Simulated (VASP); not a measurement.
Write the native input for VASP 6.6.1 that does the following.

| Quantity | Value |
| --- | --- |
| Task | electric field gradients |
| Functional | PBE |
| Potentials or basis | VASP PAW PBE potentials, release 64 (Zn) |
| Cutoff | 520 eV |
| k mesh | 13 × 13 × 6 |
| Occupations | fermi-dirac, width 0.05 eV |
| Spin | no spin polarisation |
| Dipole correction | no |
| Further INCAR settings | ALGO = Normal; EDIFF = 1e-08; NBANDS = 19 |

The structure of Zn lies in POSCAR:

```
Zn
1.0
    2.6700000000      0.0000000000      0.0000000000
   -1.3350000000      2.3122878281      0.0000000000
    0.0000000000      0.0000000000      4.9660000000
Zn
2
Direct
    0.3133333333      0.6566666667      0.2350000000
    0.6866666667      0.3433333333      0.7650000000
```

This cell differs from its parent crystal: shortest bond scaled by 0.94.

One way to write it, as run:

INCAR

```
SYSTEM = Zn
PREC = Accurate
ENCUT = 520
EDIFF = 1E-8
ISMEAR = -1
SIGMA = 0.05
LREAL = .False.
LASPH = .True.
NELM = 60
ALGO = Normal
ISIF = 2
LWAVE = .False.
LCHARG = .False.
GGA = PE
LEFG = .True.
NBANDS = 19
```

KPOINTS

```
regular mesh
0
Gamma
  13 13 6
  0 0 0
```

Potentials or basis: VASP PAW PBE potentials, release 64 (Zn).

Command:

```sh
$ cat potpaw_PBE.64/Zn/POTCAR > POTCAR
$ mpirun -np 1 vasp_std > vasp.out
```

Results of the run:

```
Pressure                                : 0.0 GPa
Largest force                           : 0.323 eV/Å
Band gap on the k mesh                  : zero (bands 12 and 13 overlap by 4.13 eV)
Largest electric field gradient by atom : Zn +37.6 V/Å²
```

Caveat: the cell differs from its parent crystal (shortest bond scaled by 0.94); without QUAD_EFG the Cq values of the log hold for a quadrupole moment of 1 mb, not for the nuclei.

Wall time 4.3 min on 1 thread of Intel Xeon 8259CL, with other jobs on the host, peak memory 0.25 GiB.
